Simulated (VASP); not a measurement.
**GaCuCCl4O: electric field gradients with PBE**

GaCuCCl4O:

```
Ga Cu C Cl O
1.0
     6.87690    0.00000    0.00000
     0.52223    6.99604    0.00000
     3.07419    1.14491    8.12192
Ga Cu C Cl O
2 2 2 8 2
Direct
  0.20110 0.75580 0.76174
  0.79890 0.24420 0.23826
  0.02376 0.73508 0.21855
  0.97624 0.26492 0.78145
  0.28920 0.77460 0.21570
  0.71080 0.22540 0.78430
  0.92742 0.75868 0.98050
  0.07258 0.24132 0.01950
  0.78860 0.96919 0.38395
  0.21140 0.03081 0.61605
  0.84359 0.45501 0.37853
  0.15641 0.54499 0.62147
  0.47157 0.69499 0.81960
  0.52843 0.30501 0.18040
  0.44150 0.80460 0.22110
  0.55850 0.19540 0.77890
```

- Program: VASP 6.6.1
- Task: electric field gradients
- Functional: PBE
- Potentials or basis: VASP PAW PBE potentials, release 64 (Ga_d, Cu, C, Cl, O)
- Cutoff: 520 eV
- k mesh: 3 × 3 × 3
- Occupations: fermi-dirac, width 0.02 eV
- Spin: no spin polarisation
- Dipole correction: no
- Further INCAR settings: LREAL = Auto; ALGO = Normal; EDIFF = 1e-08; NBANDS = 76

```yaml
Pressure: 4.6 GPa
Largest_force: 6.235 eV/Å
Band_gap_on_the_k_mesh: 3.64 eV (least direct gap 3.65 eV)
Largest_electric_field_gradient_by_atom: Ga -39.2; Cu -42.2; C -84.7; Cl +142.6, +152.6, +151.8, +183.7 (each value once); O -68.0 V/Å²
```

Forces on the atoms (eV/Å):
```
Ga   0.006 -0.195  0.144
Ga  -0.006  0.195 -0.144
Cu   0.323  0.072 -0.042
Cu  -0.323 -0.072  0.042
C   -6.116 -1.191 -0.224
C    6.116  1.191  0.224
Cl  -0.553  0.106  0.919
Cl   0.553 -0.106 -0.919
Cl   0.182 -1.095  0.674
Cl  -0.182  1.095 -0.674
Cl   0.384  0.730  0.462
Cl  -0.384 -0.730 -0.462
Cl   1.141 -0.215  0.257
Cl  -1.141  0.215 -0.257
O    5.689  1.149  0.216
O   -5.689 -1.149 -0.216
```

Stress tensor (GPa, compression positive):
```
 7.79  0.73  0.21
 0.73  3.16 -0.37
 0.21 -0.37  2.95
```

Levels at points of the mesh, in eV from the valence-band top:
```csv
k point,band 60,band 61,band 62,band 63,band 64,band 65
"(0.00, 0.00, 0.00)",-0.20,-0.11,-0.01,3.64,3.78,3.84
```

Electric field gradients, principal values (V/Å²):
```csv
atom,least,middle,greatest (by size)
1 Ga,11.813,27.406,-39.219
2 Ga,11.813,27.406,-39.219
3 Cu,17.570,24.668,-42.238
4 Cu,17.570,24.668,-42.238
5 C,42.088,42.626,-84.714
6 C,42.088,42.626,-84.714
7 Cl,-21.839,-120.776,142.615
8 Cl,-21.839,-120.776,142.615
9 Cl,-26.616,-125.990,152.606
10 Cl,-26.616,-125.990,152.606
11 Cl,-23.830,-127.950,151.779
12 Cl,-23.830,-127.950,151.779
13 Cl,-86.413,-97.304,183.717
14 Cl,-86.413,-97.304,183.717
15 O,32.632,35.335,-67.968
16 O,32.632,35.335,-67.968
```

Wall time 31 min on 1 thread of Intel(R) Xeon(R) Platinum 8375C CPU @ 2.90GHz (Ice Lake) (shared host), peak memory 0.63 GiB.

Caveat: the cell stands under pressure; without QUAD_EFG the Cq values of the log hold for a quadrupole moment of 1 mb, not for the nuclei; an odd mesh through Γ misses points on the zone boundary, where band edges can lie; forces of over 1 eV/Å act on the atoms, so gaps and moduli don't describe the material at rest.
